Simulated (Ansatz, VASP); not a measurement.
This is a calculation of Sb for Ansatz 0.2.0.

input.yaml

```yaml
crystal:
  lattice:
    - [3.16, 0.0, 0.0]
    - [0.0, 3.16, 0.0]
    - [0.0, 0.0, 3.16]
  atoms:
    - { symbol: Sb, position: [0.0, 0.0, 0.0] }
hamiltonian:
  xc: { exchange: pbe, correlation: pbe, exx: { coeff: 0.2, omega: 0.2 } }
  pseudopotentials: { kind: paw }
kpoints:
  mp_grid: { grid: [4, 4, 4] }
scf:
  occupations: { method: fermi_dirac, width: 0.05 }
output:
  forces: true
  stress: true
  eigenvalues: true
```

Potentials or basis: Ansatz PAW.

Run with:

```sh
$ ansatz run input.yaml --threads 2 --pin off --max-ram 5632MiB --backend cpu --events-out ev --progress --plain --runs-dir out
```

Task: Set up the same calculation for VASP 6.6.1. Potentials there: VASP PAW PBE potentials, release 64 (Sb).

Result: As run (the cutoff follows the program's own potentials):

POSCAR

```
Sb
1.0
    3.1600000000      0.0000000000      0.0000000000
    0.0000000000      3.1600000000      0.0000000000
    0.0000000000      0.0000000000      3.1600000000
Sb
1
Direct
    0.0000000000      0.0000000000      0.0000000000
```

File INCAR.step1:

```
  PREC = Accurate
  ENCUT = 520
  EDIFF = 1E-5
  ISMEAR = -1
  SIGMA = 0.05
  LREAL = False
  LASPH = True
  NELM = 100
  ALGO = Normal
  ISIF = 2
  LWAVE = True
  LCHARG = False
  GGA = PE
  NBANDS = 8
```

INCAR.step2

```
  PREC = Accurate
  ENCUT = 520
  EDIFF = 1E-7
  ISMEAR = -1
  SIGMA = 0.05
  LREAL = False
  LASPH = True
  NELM = 100
  ALGO = Normal
  ISIF = 2
  LWAVE = False
  LCHARG = False
  GGA = PE
  LHFCALC = True
  AEXX = 0.2
  HFSCREEN = 0.2
  PRECFOCK = Normal
  ISTART = 1
  NBANDS = 8
```

Contents of KPOINTS:

```
Automatic mesh
0
Gamma
  4 4 4
```

Potentials or basis: VASP PAW PBE potentials, release 64 (Sb).

Command:

```bash
$ cat potpaw_PBE.64/Sb/POTCAR > POTCAR
$ cp INCAR.step1 INCAR
$ mpirun -np 1 vasp_std > vasp.out
$ cp INCAR.step2 INCAR
$ mpirun -np 1 vasp_std > vasp.out
```

Both were run:

|  | VASP | Ansatz | Ansatz less VASP |
| --- | --- | --- | --- |
| gap on the k mesh at the Fermi level (eV) | none | none | - |
| pressure (GPa) | -5.6 | -5.0 | +0.66 |

VASP's potentials were made for PBE, not for PBE-based screened hybrid. A gap of «none» marks a metal or a gap that the smearing closes. VASP's potentials hold 5 valence electrons a cell and Ansatz's 15, so a difference there can come from the potentials and not from the codes.

The k mesh is coarse, so the values compare programs but aren't converged. Neither program's run includes spin-orbit coupling.
